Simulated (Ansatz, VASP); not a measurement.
## Two plane-wave programs on Hf3TiN4

INCAR

```
ALGO = Normal
EDIFF = 1E-6
ENCUT = 520
GGA = PE
ISIF = 2
ISMEAR = 0
LASPH = True
LCHARG = False
LREAL = False
LWAVE = False
NBANDS = 41
NELM = 80
PREC = Accurate
SIGMA = 0.1
```

KPOINTS

```
k-points
0
Gamma
  6 6 2
```

Contents of POSCAR:

```
Hf3TiN4
1.0
    3.1761793000      0.0000000000      0.0000000000
    0.0000000000      3.1761793000      0.0000000000
    0.0000000000      0.0000000000      8.9784129000
Hf Ti N
3 1 4
Direct
    0.5000000000      0.5000000000      0.2401400000
    0.0000000000      0.0000000000      0.5000000000
    0.5000000000      0.5000000000      0.7598600000
    0.0000000000      0.0000000000      0.0000000000
    0.0000000000      0.0000000000      0.2461680000
    0.5000000000      0.5000000000      0.5000000000
    0.0000000000      0.0000000000      0.7538320000
    0.5000000000      0.5000000000      0.0000000000
```

Input for Ansatz:

```yaml
crystal:
  lattice:
    - [3.1761793, 0.0, 0.0]
    - [0.0, 3.1761793, 0.0]
    - [0.0, 0.0, 8.9784129]
  atoms:
    - { symbol: Hf, position: [0.5, 0.5, 0.24014] }
    - { symbol: Hf, position: [0.0, 0.0, 0.5] }
    - { symbol: Hf, position: [0.5, 0.5, 0.75986] }
    - { symbol: Ti, position: [0.0, 0.0, 0.0] }
    - { symbol: "N", position: [0.0, 0.0, 0.246168] }
    - { symbol: "N", position: [0.5, 0.5, 0.5] }
    - { symbol: "N", position: [0.0, 0.0, 0.753832] }
    - { symbol: "N", position: [0.5, 0.5, 0.0] }
basis:
  ecutwfc: 420
kpoints:
  mp_grid: { grid: [6, 6, 2] }
hamiltonian:
  xc: pbe
scf:
  occupations: { method: gaussian, width: 0.1 }
  lower_state_search: "off"
output:
  forces: true
  stress: true
  eigenvalues: true
```

Alike in both runs: task single point; functional PBE; k mesh 6 × 6 × 2; occupations gaussian, width 0.1 eV; no spin polarisation.

```csv
,VASP,Ansatz
version,VASP 6.6.1,Ansatz 0.2.0
potentials or method,"VASP PAW PBE potentials, release 64 (Hf_pv, Ti_sv, N), cutoff 520 eV","scalar-relativistic, plane waves, PAW"
valence electrons in the cell,62,110
```

VASP gave:

| Property | Result |
| --- | --- |
| gap on the k mesh at the Fermi level (eV) | none |
| pressure (GPa) | -1.8 |
| traceless stress, the component that is largest in VASP (GPa) | 0.38 |
| rms of the force components (eV/Å) | 0.024 |

**Question.** What did Ansatz give for the same quantities?

**Answer.** gap on the k mesh at the Fermi level (eV): none; pressure (GPa): -0.1; traceless stress, the component that is largest in VASP (GPa): 0.33; rms of the force components (eV/Å): 0.013.

Atom by atom the forces differ by 0.018 eV/Å (rms over components). A gap of «none» marks a metal or a gap that the smearing closes. VASP's potentials hold 62 valence electrons a cell and Ansatz's 110, so a difference there can come from the potentials and not from the codes.

Spin-orbit coupling is off throughout.
